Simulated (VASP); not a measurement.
Input of a VASP 6.6.1 run:

The input INCAR:

```
  PREC = Accurate
  ENCUT = 520
  EDIFF = 1E-7
  ISMEAR = 0
  SIGMA = 0.1
  LREAL = False
  LASPH = True
  NELM = 80
  ALGO = Normal
  ISIF = 2
  LWAVE = False
  LCHARG = True
  LDIPOL = True
  IDIPOL = 3
  DIPOL = 0.5 0.5 0.500
  GGA = PS
  LELF = True
  LVHAR = True
  LVACPOTAV = True
  NBANDS = 50
```

The input KPOINTS:

```
regular mesh
0
Gamma
  11 7 1
```

The input POSCAR:

```
Hf
1.0
    3.1602335628      0.0000000000      0.0000000000
    0.0000000000      4.9962247069      0.0000000000
    0.0000000000      0.0000000000     24.1228084910
Hf
8
Direct
    0.0000000000      0.2500000000      0.3149638431
    0.5000000000      0.7500000000      0.3509660117
    0.5000000000      0.2500000000      0.4233828771
    0.0000000000      0.7500000000      0.4629087722
    0.0000000000      0.2500000000      0.5370912186
    0.5000000000      0.7500000000      0.5766171106
    0.5000000000      0.2500000000      0.6490339909
    0.0000000000      0.7500000000      0.6850361758
```

Potentials or basis: VASP PAW PBE potentials, release 64 (Hf_pv).

Run with:

```bash
$ cat potpaw_PBE.64/Hf_pv/POTCAR > POTCAR
$ mpirun -np 1 vasp_std > vasp.out
```

(1) Predict the largest force.

(2) Estimate the band gap on the k mesh.

Answers

(1) 0.037 eV/Å.

(2) zero (bands 40 and 41 overlap by 0.53 eV).

Caveat: the PAW data sets were made with another functional, which shifts forces and pressure a little; spin-orbit coupling is left out, which moves the levels of the heavy elements.
